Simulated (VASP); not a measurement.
## WC: single point with LDA

Crystal: WC.

```
CELL_PARAMETERS angstrom
0.00000 2.16098 2.16098
2.16098 0.00000 2.16098
2.16098 2.16098 0.00000
ATOMIC_POSITIONS crystal
W 0.00000 0.00000 0.00000
C 0.50000 0.50000 0.50000
```

```
Program             : VASP 6.6.1
Task                : single point
Functional          : LDA
Potentials or basis : VASP PAW LDA potentials, release 64 (W_sv, C)
Cutoff              : 520 eV
k mesh              : 10 × 10 × 10
Occupations         : fermi-dirac, width 0.05 eV
Spin                : no spin polarisation
```

* Pressure: 2.4 GPa
* Band gap on the k mesh: zero (band 9 reaches 14.09 eV, above the bottom of band 10 at 10.71 eV)

Levels at points of the mesh, in eV from the Fermi level:
```csv
k point,band 6,band 7,band 8,band 9,band 10,band 11,band 12,band 13
"(0.00, 0.00, 0.00)",-2.97,-2.97,-2.97,-1.16,-1.16,-1.16,-1.07,-1.07
"(0.50, 0.00, 0.00)",-10.17,-6.92,-6.92,1.07,1.07,2.45,5.05,9.19
"(0.50, 0.50, 0.00)",-6.15,-5.63,-2.55,-2.55,0.87,2.39,2.39,5.85
```

Wall time 14 s on 1 thread of Intel(R) Xeon(R) Platinum 8259CL CPU @ 2.50GHz (Skylake/Cascade Lake) (shared host), peak memory 0.14 GiB.

Caveat: spin-orbit coupling is left out, which moves the levels of the heavy elements.
